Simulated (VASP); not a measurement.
Wanted: the native input for a VASP 6.6.1 run.

```
Task                   : single point
Functional             : PBE
Potentials or basis    : VASP PAW PBE potentials, release 64 (Mg)
Cutoff                 : 520 eV
k mesh                 : 6 × 6 × 2
Occupations            : gaussian, width 0.1 eV
Spin                   : no spin polarisation
Dipole correction      : no
Further INCAR settings : ALGO = Normal; EDIFF = 1e-06; NBANDS = 12
```

The structure of Mg lies in POSCAR:

```
Mg
1.0
    3.1768261656      0.0000000000      0.0000000000
   -1.5884130828      2.7512121628      0.0000000000
    0.0000000000      0.0000000000     10.3188620100
Mg
4
Direct
    0.0000000000      0.0000000000      0.0000000000
    0.3333333300      0.6666666700      0.2500000000
    0.0000000000      0.0000000000      0.5000000000
    0.6666666700      0.3333333300      0.7500000000
```

One way to write it, as run:

INCAR

```
SYSTEM = Mg
ALGO = Normal
EDIFF = 1E-6
ENCUT = 520
GGA = PE
ISIF = 2
ISMEAR = 0
LASPH = .TRUE.
LCHARG = .FALSE.
LREAL = .FALSE.
LWAVE = .FALSE.
NBANDS = 12
NELM = 100
PREC = Accurate
SIGMA = 0.1
```

KPOINTS

```
k-points
0
G
  6 6 2
  0 0 0
```

Potentials or basis: VASP PAW PBE potentials, release 64 (Mg).

The run is started by

```console
$ cat potpaw_PBE.64/Mg/POTCAR > POTCAR
$ mpirun -np 1 vasp_std > vasp.out
```

Results of the run:

```json
{"Pressure": "0.6 GPa", "Band gap on the k mesh": "zero (band 4 reaches 3.03 eV, above the bottom of band 5 at 1.48 eV)"}
```

Caveat: the k points lie up to 0.38 Å⁻¹ apart.

It took 13 s on 1 thread of Intel(R) Xeon(R) Platinum 8375C CPU @ 2.90GHz (Ice Lake), with other jobs on the host, peak memory 0.18 GiB.
